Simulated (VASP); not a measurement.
ZnSnI6:

```
Zn Sn I
1.0
     0.00000    5.59839    5.59839
     5.59839    0.00000    5.59839
     5.59839    5.59839    0.00000
Zn Sn I
1 1 6
Cartesian
  5.5984 5.5984 5.5984
  0.0000 0.0000 0.0000
  2.8258 5.5984 5.5984
  8.3710 5.5984 5.5984
  5.5984 2.8258 5.5984
  5.5984 8.3710 5.5984
  5.5984 5.5984 2.8258
  5.5984 5.5984 8.3710
```

```yaml
Program: VASP 6.6.1
Task: relaxation of cell and atoms
Functional: PBEsol
Potentials_or_basis: VASP PAW PBE potentials, release 64 (Zn, Sn_d, I)
Cutoff: 500 eV
k_mesh: 4 × 4 × 4
Occupations: fermi-dirac, width 0.03 eV
Spin: no spin polarisation
```

At the start: pressure 1.6 GPa; volume 43.87 Å³/atom.

**Question.** Where does the relaxation end?

**Answer.** Over 7 steps the energy falls by 17.9 meV/atom and the volume is 46.43 Å³/atom (+5.8 %); space group Fm-3m (No. 225, to 0.1 Å) before and after.

Step by step:
| step | energy change (eV) | largest force (eV/Å) | pressure (GPa) | volume (Å³) |
| --- | --- | --- | --- | --- |
| 1 | 0.0000 | 0.4017 | 1.57 | 350.93 |
| 2 | -0.1277 | 0.1827 | -0.10 | 373.17 |
| 3 | -0.1278 | 0.1775 | -0.14 | 373.87 |
| 4 | -0.1370 | 0.1163 | -0.08 | 372.61 |
| 5 | -0.1432 | 0.0002 | 0.06 | 370.32 |
| 6 | -0.1432 | 0.0073 | 0.05 | 370.46 |
| 7 | -0.1434 | 0.0000 | -0.01 | 371.44 |

Final structure:
```
Zn Sn I
1.0
     0.00000    5.70539    5.70539
     5.70539    0.00000    5.70539
     5.70539    5.70539    0.00000
Zn Sn I
1 1 6
Cartesian
  5.7054 5.7054 5.7054
  5.7054 5.7054 0.0000
  2.9269 5.7054 5.7054
  8.4839 5.7054 5.7054
  5.7054 2.9269 5.7054
  5.7054 8.4839 5.7054
  5.7054 5.7054 2.9269
  5.7054 5.7054 8.4839
```

Caveat: the PAW data sets were made with another functional, which shifts forces and pressure a little.
